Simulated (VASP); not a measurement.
# Si (P6_3/mmc) in VASP: a series of runs

Si is run at these levels: r2SCAN; tasks: single point.

Everything below comes from runs of VASP 6.6.1. Logs are shortened: lines on timing, memory, paths and dates and some standing lists are left out, and cuts for length are marked.

## 1. The cell of the first run

Symmetry: P6_3/mmc, No. 194, hexagonal system. Conventional cell: a = 3.724 Å, b = 3.724 Å, c = 6.341 Å, α = 90.00°, β = 90.00°, γ = 120.00°. Si (site symmetry 3m) has 4 Si at 2.30 to 2.34 Å within 3.0 Å.

This isn't the form of Si at room conditions, which is diamond.

## 2. Single point, r2SCAN (biaxial xy strain -2.8%)

The input, POSCAR:

```
Si
1.0
    3.7240511167      0.0000000000      0.0000000000
   -1.8620255583      3.2251228720      0.0000000000
    0.0000000000      0.0000000000      6.3412386841
Si
4
Direct
    0.3333333333      0.6666666667      0.0651655269
    0.6666666667      0.3333333333      0.5651655269
    0.3333333333      0.6666666667      0.4348344731
    0.6666666667      0.3333333333      0.9348344731
```

The input, INCAR.step1:

```
PREC = Accurate ; ENCUT = 520
ISMEAR = 0 ; SIGMA = 0.01
LREAL = F ; LASPH = T
NELM = 100 ; NBANDS = 16
GGA = PE ; ALGO = Normal
EDIFF = 1E-4 ; LWAVE = T
LCHARG = F
```

The input, INCAR.step2:

```
PREC = Accurate ; ENCUT = 520
EDIFF = 1E-6 ; ISMEAR = 0
SIGMA = 0.01 ; LREAL = F
LASPH = T ; NELM = 100
ALGO = Normal ; ISIF = 2
LWAVE = F ; LCHARG = F
METAGGA = R2SCAN ; LMIXTAU = T
NBANDS = 16 ; ISTART = 1
```

The input, KPOINTS:

```
regular mesh
0
Gamma
  12 12 4
```

Potentials or basis: VASP PAW PBE potentials, release 64 (Si).

On the command line:

```sh
$ cat potpaw_PBE.64/Si/POTCAR > POTCAR
$ cp INCAR.step1 INCAR
$ mpirun -np 1 vasp_std > vasp.out
$ cp INCAR.step2 INCAR
$ mpirun -np 1 vasp_std > vasp.out
```

OUTCAR:

```text
PREC = Accurate
   ENCUT = 520
   EDIFF = 1E-6
   ISMEAR = 0
   LREAL = F
   LASPH = T
   NELM = 100
   ISIF = 2
   METAGGA = R2SCAN
   ISTART = 1

 ion  position               nearest neighbor table
   1  0.333  0.667  0.065-   4 2.30   4 2.30   4 2.30   3 2.34
   2  0.667  0.333  0.565-   3 2.30   3 2.30   3 2.30   4 2.34
   3  0.333  0.667  0.435-   2 2.30   2 2.30   2 2.30   1 2.34
   4  0.667  0.333  0.935-   1 2.30   1 2.30   1 2.30   2 2.34

  LATTYP: Found a hexagonal cell.
 ALAT       =     3.7240511167
 C/A-ratio  =     1.7027797110

  Lattice vectors:

 A1 = (   3.7240511167,   0.0000000000,   0.0000000000)
 A2 = (  -1.8620255583,   3.2251228720,   0.0000000000)
 A3 = (   0.0000000000,   0.0000000000,   6.3412386841)

Analysis of symmetry for initial positions (statically):
=====================================================================
 Subroutine PRICEL returns:
 Original cell was already a primitive cell.

 Routine SETGRP: Setting up the symmetry group for a
 hexagonal supercell.

 Subroutine GETGRP returns: Found 24 space group operations
 (whereof 12 operations were pure point group operations)
 out of a pool of 24 trial point group operations.

The static configuration has the point symmetry D_3d.
 The point group associated with its full space group is D_6h.

Analysis of symmetry for dynamics (positions and initial velocities):
=====================================================================
 Subroutine PRICEL returns:
 Original cell was already a primitive cell.

 Routine SETGRP: Setting up the symmetry group for a
 hexagonal supercell.

 Subroutine GETGRP returns: Found 24 space group operations
 (whereof 12 operations were pure point group operations)
 out of a pool of 24 trial point group operations.

The dynamic configuration has the point symmetry D_3d.
 The point group associated with its full space group is D_6h.

 Subroutine INISYM returns: Found 24 space group operations
 (whereof 12 operations are pure point group operations),
 and found     1 'primitive' translations

----------------------------------------------------------------------------------------

                                     Primitive cell

  volume of cell :      76.1616

  direct lattice vectors                    reciprocal lattice vectors
     3.724051117  0.000000000  0.000000000     0.268524778  0.155032853  0.000000000
    -1.862025558  3.225122872  0.000000000     0.000000000  0.310065706  0.000000000
     0.000000000  0.000000000  6.341238684     0.000000000  0.000000000  0.157697896

  length of vectors
     3.724051117  3.724051117  6.341238684     0.310065706  0.310065706  0.157697896

  position of ions in fractional coordinates (direct lattice)
     0.333333333  0.666666667  0.065165527
     0.666666667  0.333333333  0.565165527
     0.333333333  0.666666667  0.434834473
     0.666666667  0.333333333  0.934834473

  ion indices of the primitive-cell ions
   primitive index   ion index
                 1           1
                 2           2
                 3           3
                 4           4

----------------------------------------------------------------------------------------

 KPOINTS: regular mesh

Automatic generation of k-mesh.
 Grid dimensions read from file:
 generate k-points for:   12   12    4

 Generating k-lattice:

  Cartesian coordinates                     Fractional coordinates (reciprocal lattice)
     0.022377065  0.012919404  0.000000000     0.083333333 -0.000000000  0.000000000
     0.000000000  0.025838809  0.000000000     0.000000000  0.083333333  0.000000000
     0.000000000  0.000000000  0.039424474     0.000000000  0.000000000  0.250000000

  Length of vectors
     0.025838809  0.025838809  0.039424474

  Shift w.r.t. Gamma in fractional coordinates (k-lattice)
     0.000000000  0.000000000  0.000000000

 Subroutine IBZKPT returns following result:
 ===========================================

 Found     57 irreducible k-points:

 Following reciprocal coordinates:
            Coordinates               Weight
  0.000000  0.000000  0.000000      1.000000
  0.083333  0.000000  0.000000      6.000000
  0.166667  0.000000  0.000000      6.000000
  0.250000  0.000000  0.000000      6.000000
  0.333333  0.000000  0.000000      6.000000
  0.416667  0.000000  0.000000      6.000000
[... 16 lines left out ...]
  0.250000  0.000000  0.250000     12.000000
  0.333333  0.000000  0.250000     12.000000
 [... further k-points ...]
   k-points           NKPTS =     57   k-points in BZ     NKDIM =     57   number of bands    NBANDS=     16
   number of dos      NEDOS =    301   number of ions     NIONS =      4
   total plane-waves  NPLWV =  37632
   dimension x,y,z NGX =    28 NGY =   28 NGZ =   48
   dimension x,y,z NGXF=    56 NGYF=   56 NGZF=   96
   ions per type =               4
   NGX,Y,Z   is equivalent  to a cutoff of  12.50, 12.50, 12.58 a.u.
   NGXF,Y,Z  is equivalent  to a cutoff of  25.00, 25.00, 25.17 a.u.
 SYSTEM =  unknown system
   PREC   = accura    normal or accurate (medium, high low for compatibility)
   ISTART =      1    job   : 0-new  1-cont  2-samecut
   ICHARG =      0    charge: 1-file 2-atom 10-const
   ISPIN  =      1    spin polarized calculation?
   LNONCOLLINEAR =      F non collinear calculations
   LSORBIT =      F    spin-orbit coupling
   LASPH  =      T    aspherical Exc in radial PAW
   ENCUT  =  520.0 eV  38.22 Ry    6.18 a.u.   6.92  6.92 11.79*2*pi/ulx,y,z
   NELM   =    100;   NELMIN=  2; NELMDL=  0     # of ELM steps
   EDIFF  = 0.1E-05   stopping-criterion for ELM
   LREAL  =      F    real-space projection
   EDIFFG = 0.1E-04   stopping-criterion for IOM
   NSW    =      0    number of steps for IOM
   IBRION =     -1    ionic relax: 0-MD 1-quasi-New 2-CG
   NFREE  =      0    steps in history (QN), initial steepest desc. (CG)
   ISIF   =      2    stress and relaxation
   ISYM   =      2    0-nonsym 1-usesym 2-fastsym
   POTIM  = 0.5000    time-step for ionic-motion
   TEBEG  =    0.0;   TEEND  =   0.0 temperature during run
   PSTRESS=    0.0 pullay stress
   NELECT =      16.0000    total number of electrons
   NUPDOWN=      -1.0000    fix difference up-down
   EMIN   =  10.00;   EMAX   =-10.00  energy-range for DOS
   EFERMI =   0.00;   METHOD = LEGACY
   ISMEAR =     0;   SIGMA  =   0.01  broadening in eV -4-tet -1-fermi 0-gaus
   EFERMI_NEDOS =   21; number of points for ismear=-14 and -15
   IALGO  =     38    algorithm
   IMIX   =      4    mixing-type and parameters
     AMIX     =   0.40;   BMIX     =  1.00
     AMIX_MAG =   1.60;   BMIX_MAG =  1.00
  volume/ion in A,a.u.               =      19.04       128.49
  Fermi-wavevector in a.u.,A,eV,Ry     =   0.973202  1.839084 12.886369  0.947121
  Thomas-Fermi vector in A             =   2.103562
   LORBIT       =      0    0 simple, 1 ext, 2 COOP (PROOUT), +10 PAW based schemes
   METAGGA = R2SCAN    functional components
   LHFCALC =     F    Hartree Fock is set to
   AEXX    =    0.0000 exact exchange contribution
   IVDW    =     0    specifies the selected vdW correction
   LEPSILON=     F    determine dielectric tensor
   LRPA    =     F    only Hartree local field effects (RPA)
 non-spin polarized calculation
 Gauss-broadening in eV      SIGMA  =   0.01
  energy-cutoff  :      520.00
  volume of cell :       76.16
 maximum number of plane-waves:      2070
 NGX is ok and might be reduce to    28
   NGX = 13   NGY = 13   NGZ = 23

 number of electron      16.0000001 magnetization

 Free energy of the ion-electron system (eV)
  ---------------------------------------------------
  ext. energy  EPLUGINS =         0.00000000
  ---------------------------------------------------
  free energy    TOTEN  =       -34.94910895 eV

  energy without entropy =      -34.94910895  energy(sigma->0) =      -34.94910895

 E-fermi :   6.7685     XC(G=0): -10.0566

 val. band max:        6.6562366096   @ k =   0.0000   0.0000   0.0000
 cond. band min:       7.2246866067   @ k =   0.5000   0.0000   0.0000
 fundamental gap:      0.5684499971
 Fermi energy:         6.7685011519

 k-point     1 :       0.0000    0.0000    0.0000
  band No.  band energies     occupation
      1      -6.6421      2.00000
      2      -4.2544      2.00000
      3      -1.3514      2.00000
      4       5.0732      2.00000
      5       5.0732      2.00000
      6       5.9227      2.00000
[... 8 lines left out ...]
     15      11.5045      0.00000
     16      12.9017      0.00000

 k-point     2 :       0.0833    0.0000    0.0000
  band No.  band energies     occupation
      1      -6.5507      2.00000
      2      -4.1612      2.00000
      3      -1.2937      2.00000
      4       4.3538      2.00000
      5       4.8732      2.00000
      6       5.8215      2.00000
[... 8 lines left out ...]
     15      12.1234      0.00000
     16      12.3365      0.00000

 k-point     3 :       0.1667    0.0000    0.0000
  band No.  band energies     occupation
      1      -6.2787      2.00000
      2      -3.8834      2.00000
      3      -1.1442      2.00000
      4       3.0295      2.00000
      5       4.4357      2.00000
      6       4.7119      2.00000
[... 8 lines left out ...]
     15      12.4101      0.00000
     16      12.6379      0.00000

 k-point     4 :       0.2500    0.0000    0.0000
  band No.  band energies     occupation
      1      -5.8341      2.00000
      2      -3.4274      2.00000
      3      -1.0174      2.00000
      4       1.7989      2.00000
      5       3.2669      2.00000
      6       3.9801      2.00000
[... 8 lines left out ...]
     15      13.1609      0.00000
     16      13.7208      0.00000
[... 324 lines left out ...]
 k-point    22 :       0.1667    0.0000    0.2500
  band No.  band energies     occupation
      1      -6.0680      2.00000
      2      -4.5352      2.00000
      3      -0.1231      2.00000
      4       3.2357      2.00000
      5       3.7687      2.00000
      6       4.6045      2.00000
[... 8 lines left out ...]
     15      12.3926      0.00000
     16      13.1616      0.00000

 k-point    23 :       0.2500    0.0000    0.2500
  band No.  band energies     occupation
      1      -5.6246      2.00000
      2      -4.0946      2.00000
      3      -0.0956      2.00000
      4       2.1127      2.00000
      5       2.5908      2.00000
      6       4.1515      2.00000
[... 8 lines left out ...]
     15      13.1170      0.00000
     16      13.5640      0.00000

 k-point    24 :       0.3333    0.0000    0.2500
  band No.  band energies     occupation
      1      -5.0310      2.00000
      2      -3.5134      2.00000
      3      -0.6027      2.00000
      4       1.2646      2.00000
      5       1.7688      2.00000
      6       3.7876      2.00000
[... 8 lines left out ...]
     15      14.2624      0.00000
     16      14.7914      0.00000

 [... further k-points ...]
[... 5 lines left out ...]
  --------------------------------------------------------------------------------------
  -------------------------------------------------------------------------------------
  Total        3.6716102      3.6716102      1.0526490      0.0000000     -0.0000000      0.0000000
  in kB       77.2380228     77.2380228     22.1441070      0.0000000     -0.0000000      0.0000000
  external PRESSURE =      58.8733842 kB  Pullay stress =       0.0000000 kB

 VOLUME and BASIS-vectors are now :
 -----------------------------------------------------------------------------
  energy-cutoff  :      520.00
  volume of cell :       76.16
      direct lattice vectors                 reciprocal lattice vectors
     3.724051117  0.000000000  0.000000000     0.268524778  0.155032853  0.000000000
    -1.862025558  3.225122872  0.000000000     0.000000000  0.310065706  0.000000000
     0.000000000  0.000000000  6.341238684     0.000000000  0.000000000  0.157697896

 POSITION                                       TOTAL-FORCE (eV/Angst)
 -----------------------------------------------------------------------------------
     -0.00000      2.15008      0.41323        -0.000000      0.000000     -0.005564
      1.86203      1.07504      3.58385         0.000000     -0.000000     -0.005564
     -0.00000      2.15008      2.75739        -0.000000      0.000000      0.005564
      1.86203      1.07504      5.92801         0.000000     -0.000000      0.005564
 -----------------------------------------------------------------------------------
    total drift:                               -0.000000      0.000000     -0.000000

  FREE ENERGIE OF THE ION-ELECTRON SYSTEM (eV)
  ---------------------------------------------------
  free  energy   TOTEN  =       -34.9491089487 eV

  energy  without entropy=      -34.9491089487  energy(sigma->0) =      -34.94910895
```

Run time: 5.3 min. Hardware: 1 thread of Intel Xeon 8259CL, shared host; peak memory 0.21 GiB.

What came out:

```yaml
Free_energy: -34.9491 eV
Pressure: 5.9 GPa
Largest_force: 0.006 eV/Å
Band_gap_on_the_k_mesh: 0.57 eV (least direct gap 1.82 eV)
```

Forces in eV/Å, atoms in the order of the input:
```
Si   0.000  0.000 -0.006
Si   0.000  0.000 -0.006
Si   0.000  0.000  0.006
Si   0.000  0.000  0.006
```

Stress tensor (GPa, compression positive):
```
7.72 0.00 0.00
0.00 7.72 0.00
0.00 0.00 2.21
```

Levels at points of the mesh, in eV from the valence-band top:
| k point | band 5 | band 6 | band 7 | band 8 | band 9 | band 10 | band 11 | band 12 |
| --- | --- | --- | --- | --- | --- | --- | --- | --- |
| (0.00, 0.00, 0.00) | -1.58 | -0.73 | 0.00 | 0.00 | 1.82 | 2.07 | 2.19 | 2.19 |
| (0.50, 0.00, 0.00) | -5.26 | -3.46 | -3.35 | -1.67 | 0.57 | 2.63 | 2.87 | 3.23 |
| (0.00, 0.00, 0.50) | -0.96 | -0.96 | -0.96 | -0.96 | 2.49 | 2.49 | 3.21 | 3.21 |
| (0.50, 0.00, 0.50) | -2.96 | -2.96 | -2.69 | -2.69 | 1.00 | 1.00 | 1.65 | 1.65 |

Caveat: the cell differs from its parent crystal (biaxial xy strain -2.8%); the stress differs along the axes, from 2 to 8 GPa; the PAW data sets were made with another functional, which shifts forces and pressure a little. A k mesh can miss the band edges.

## 3. Single point, r2SCAN (uniaxial z strain -2.0%)

The input, POSCAR:

```
Si
1.0
    3.8321168108      0.0000000000      0.0000000000
   -1.9160584054      3.3187105084      0.0000000000
    0.0000000000      0.0000000000      6.2137797866
Si
4
Direct
    0.3333333333      0.6666666667      0.0617672776
    0.6666666667      0.3333333333      0.5617672776
    0.3333333333      0.6666666667      0.4382327224
    0.6666666667      0.3333333333      0.9382327224
```

The input, INCAR.step1:

```
SYSTEM = Si
ALGO = Normal ; EDIFF = 1E-4
ENCUT = 520 ; GGA = PE
ISMEAR = 0 ; LASPH = .True.
LCHARG = .False. ; LREAL = .False.
LWAVE = .True. ; NBANDS = 16
NELM = 100 ; PREC = Accurate
SIGMA = 0.01
```

The input, INCAR.step2:

```
SYSTEM = Si
ALGO = Normal ; EDIFF = 1E-7
ENCUT = 520 ; ISIF = 2
ISMEAR = 0 ; ISTART = 1
LASPH = .True. ; LCHARG = .False.
LMIXTAU = .True. ; LREAL = .False.
LWAVE = .False. ; METAGGA = R2SCAN
NBANDS = 16 ; NELM = 100
PREC = Accurate ; SIGMA = 0.01
```

The input, KPOINTS:

```
k-points
0
Gamma
  12 12 4
  0 0 0
```

Potentials or basis: VASP PAW PBE potentials, release 64 (Si).

On the command line:

```sh
$ cat potpaw_PBE.64/Si/POTCAR > POTCAR
$ cp INCAR.step1 INCAR
$ mpirun -np 1 vasp_std > vasp.out
$ cp INCAR.step2 INCAR
$ mpirun -np 1 vasp_std > vasp.out
```

Run time: 6.5 min. Hardware: 1 thread of Intel Xeon 8259CL, shared host; peak memory 0.22 GiB.

Results (log left out):

* Free energy: -35.0283 eV
* Pressure: 1.9 GPa
* Band gap on the k mesh: 0.51 eV (least direct gap 1.22 eV)

Stress tensor (GPa, compression positive):
```
0.54 0.00 0.00
0.00 0.54 0.00
0.00 0.00 4.53
```

Levels at points of the mesh, in eV from the valence-band top:
| k point | band 4 | band 5 | band 6 | band 7 | band 8 | band 9 | band 10 | band 11 | band 12 | band 13 |
| --- | --- | --- | --- | --- | --- | --- | --- | --- | --- | --- |
| (0.00, 0.00, 0.00) | -1.73 | -1.73 | -0.22 | 0.00 | 0.00 | 1.22 | 2.10 | 2.10 | 2.91 | 4.29 |
| (0.50, 0.00, 0.00) | -6.18 | -4.92 | -3.34 | -3.12 | -1.51 | 0.51 | 2.72 | 3.34 | 3.38 | 5.18 |
| (0.00, 0.00, 0.50) | -4.26 | -1.06 | -1.06 | -1.06 | -1.06 | 2.06 | 2.06 | 3.17 | 3.17 | 3.17 |
| (0.50, 0.00, 0.50) | -7.62 | -2.63 | -2.63 | -2.48 | -2.48 | 1.20 | 1.20 | 1.97 | 1.97 | 6.14 |

Caveat: the cell differs from its parent crystal (uniaxial z strain -2.0%); the PAW data sets were made with another functional, which shifts forces and pressure a little. A k mesh can miss the band edges.

## 4. Single point, r2SCAN

This run uses another cell than the first one, of 20.16 Å³/atom.

The input, POSCAR:

```
Si
1.0
    3.8321168108      0.0000000000      0.0000000000
   -1.9160584054      3.3187105084      0.0000000000
    0.0000000000      0.0000000000      6.3412386841
Si
4
Direct
    0.3333333333      0.6666666667      0.0630612447
    0.6666666667      0.3333333333      0.5630612447
    0.3333333333      0.6666666667      0.4369387553
    0.6666666667      0.3333333333      0.9369387553
```

The input, INCAR.step1:

```
SYSTEM = Si
  PREC = Accurate
  ENCUT = 520
  ISMEAR = 0
  SIGMA = 0.01
  LREAL = .False.
  LASPH = .True.
  NELM = 60
  NBANDS = 16
  GGA = PE
  ALGO = Normal
  EDIFF = 1E-4
  LWAVE = .True.
  LCHARG = .False.
```

The input, INCAR.step2:

```
SYSTEM = Si
  PREC = Accurate
  ENCUT = 520
  EDIFF = 1E-7
  ISMEAR = 0
  SIGMA = 0.01
  LREAL = .False.
  LASPH = .True.
  NELM = 60
  ALGO = Normal
  ISIF = 2
  LWAVE = .False.
  LCHARG = .True.
  METAGGA = R2SCAN
  LMIXTAU = .True.
  LELF = .True.
  LVHAR = .True.
  NBANDS = 16
  ISTART = 1
```

The input, KPOINTS:

```
Automatic mesh
0
Gamma
  12 12 4
  0 0 0
```

On the command line:

```sh
$ cat potpaw_PBE.64/Si/POTCAR > POTCAR
$ cp INCAR.step1 INCAR
$ mpirun -np 1 vasp_std > vasp.out
$ cp INCAR.step2 INCAR
$ mpirun -np 1 vasp_std > vasp.out
```

Wall time 5.8 min (1 thread of Intel Xeon 8259CL, shared host); peak memory 0.23 GiB.

The run converged. Its results:

```
Free energy            : -35.0496 eV
Pressure               : -0.2 GPa
Band gap on the k mesh : 0.62 eV (least direct gap 1.38 eV)
```

Levels at points of the mesh, in eV from the valence-band top:
```csv
k point,band 6,band 7,band 8,band 9,band 10,band 11
"(0.00, 0.00, 0.00)",-0.38,0.00,0.00,1.38,2.17,2.17
"(0.50, 0.00, 0.00)",-3.22,-3.10,-1.53,0.62,2.65,3.24
"(0.00, 0.00, 0.50)",-0.98,-0.98,-0.98,2.15,2.15,3.21
"(0.50, 0.00, 0.50)",-2.58,-2.55,-2.55,1.15,1.15,1.90
```

Caveat: the PAW data sets were made with another functional, which shifts forces and pressure a little.

## 5. Summary

| cell | gap on the mesh (eV) | pressure (GPa) |
| --- | --- | --- |
| a = 3.724, b = 3.724, c = 6.341 Å, angles 90.0, 90.0, 120.0°, 4 atoms, atomic positions A | 0.57 | 5.9 |
| a = 3.832, b = 3.832, c = 6.214 Å, angles 90.0, 90.0, 120.0°, 4 atoms, atomic positions B | 0.51 | 1.9 |
| a = 3.832, b = 3.832, c = 6.341 Å, angles 90.0, 90.0, 120.0°, 4 atoms, atomic positions C | 0.62 | -0.2 |

Alike in all rows: task single point; level r2SCAN; potentials or basis VASP PAW PBE potentials, release 64 (Si); no spin polarisation; k mesh 12 × 12 × 4; cutoff (eV) 520; smearing gaussian 0.01 eV.

Caveats: the PAW data sets were made with another functional, which shifts forces and pressure a little; the stress differs along the axes, from 2 to 8 GPa (at least some runs).

Absolute energies hang on the potentials; compare differences alone.
